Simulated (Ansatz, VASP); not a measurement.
Li3ClO in VASP and in Ansatz

File INCAR:

```
SYSTEM = Li3ClO
PREC     = Accurate       ! precision mode
ENCUT    = 520            ! plane-wave cutoff, eV
EDIFF    = 1E-6           ! SCF threshold, eV
ISMEAR   = 0              ! smearing method
SIGMA    = 0.05           ! smearing width, eV
LREAL    = .FALSE.        ! projectors in reciprocal space
LASPH    = .TRUE.         ! aspherical terms in the spheres
NELM     = 100            ! most SCF steps
ALGO     = Normal         ! electronic algorithm
ISIF     = 2              ! what is computed and relaxed
LWAVE    = .FALSE.        ! write WAVECAR
LCHARG   = .FALSE.        ! write CHGCAR
NBANDS   = 19             ! bands
```

Contents of KPOINTS:

```
regular mesh
0
G
  6 6 6
  0 0 0
```

Contents of POSCAR:

```
Li3ClO
1.0
    4.0184884862      0.0000000000      0.0000000000
    0.0000000000      4.0184884862      0.0000000000
    0.0000000000      0.0000000000      3.6970094073
Li Cl O
3 1 1
Direct
    0.0000000000      0.5000000000      0.5000000000
    0.5000000000      0.0000000000      0.5000000000
    0.5000000000      0.5000000000      0.0000000000
    0.0000000000      0.0000000000      0.0000000000
    0.5000000000      0.5000000000      0.5000000000
```

Input for Ansatz:

```yaml
crystal:
  lattice:
    - [4.0184884862, 0.0, 0.0]
    - [0.0, 4.0184884862, 0.0]
    - [0.0, 0.0, 3.6970094073]
  atoms:
    - { symbol: Li, position: [0.0, 0.5, 0.5] }
    - { symbol: Li, position: [0.5, 0.0, 0.5] }
    - { symbol: Li, position: [0.5, 0.5, 0.0] }
    - { symbol: Cl, position: [0.0, 0.0, 0.0] }
    - { symbol: O, position: [0.5, 0.5, 0.5] }
basis:
  ecutwfc: 420
kpoints:
  mp_grid: { grid: [6, 6, 6] }
hamiltonian:
  xc: lda
scf:
  occupations: { method: gaussian, width: 0.05 }
output:
  forces: true
  stress: true
  eigenvalues: true
```

Alike in both runs: task single point; functional LDA; k mesh 6 × 6 × 6; occupations gaussian, width 0.05 eV; no spin polarisation.

```csv
,VASP,Ansatz
version,VASP 6.6.1,Ansatz 0.2.0
potentials or method,"VASP PAW LDA potentials, release 64 (Li_sv, Cl, O), cutoff 520 eV","scalar-relativistic, plane waves, PAW"
valence electrons in the cell,22,22
```

```tsv
	VASP	Ansatz	Ansatz less VASP
gap on the k mesh at the Fermi level (eV)	4.43	4.42	-0.003
least direct gap on the mesh (eV)	4.43	4.43	-0.002
```

LDA's correlation is that of Perdew and Zunger in VASP and of Perdew and Wang (1992) in Ansatz.

Noted on VASP's run: the cutoff is short for stress, so the pressure is rough.
